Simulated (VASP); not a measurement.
BP2:

```
B P
1.0
     4.07583    0.00000    0.00000
     0.00000    4.07583    0.00000
     0.00000    0.00000    2.34374
B P
1 2
Direct
  0.50000 0.50000 0.00000
  0.00000 0.50000 0.00000
  0.50000 0.00000 0.00000
```

* Program: VASP 6.6.1
* Task: relaxation of cell and atoms
* Functional: PBE
* Potentials or basis: VASP PAW PBE potentials, release 64 (B, P)
* Cutoff: 600 eV
* k mesh: 12 × 12 × 20
* Occupations: gaussian, width 0.1 eV
* Spin: no spin polarisation

At the start: pressure 0.2 GPa; volume 12.98 Å³/atom.

Problem. Where does the relaxation end?

Solution. Over 8 steps the energy falls by 29.8 meV/atom and the volume is 13.05 Å³/atom (+0.5 %); space group P4/mmm (No. 123, to 0.05 Å).

Step by step:
| step | energy change (eV) | largest force (eV/Å) | pressure (GPa) | volume (Å³) |
| --- | --- | --- | --- | --- |
| 1 | 0.0000 | 0.0000 | 0.25 | 38.94 |
| 2 | -0.0859 | 0.0000 | 0.19 | 39.00 |
| 3 | -0.0892 | 0.0000 | 0.38 | 39.01 |
| 4 | -0.0892 | 0.0000 | 0.40 | 39.01 |
| 5 | -0.0893 | 0.0000 | -0.17 | 39.20 |
| 6 | -0.0893 | 0.0000 | 0.00 | 39.14 |
| 7 | -0.0893 | 0.0000 | 0.01 | 39.14 |
| 8 | -0.0894 | 0.0000 | 0.01 | 39.14 |

Final structure:
```yaml
crystal:
  lattice:
    - [4.18064, 0.00000, 0.00000]
    - [0.00000, 4.18064, 0.00000]
    - [0.00000, 0.00000, 2.23928]
  atoms:
    - { symbol: B, position: [0.50000, 0.50000, 0.00000] }
    - { symbol: P, position: [0.00000, 0.50000, 0.00000] }
    - { symbol: P, position: [0.50000, 0.00000, 0.00000] }
```
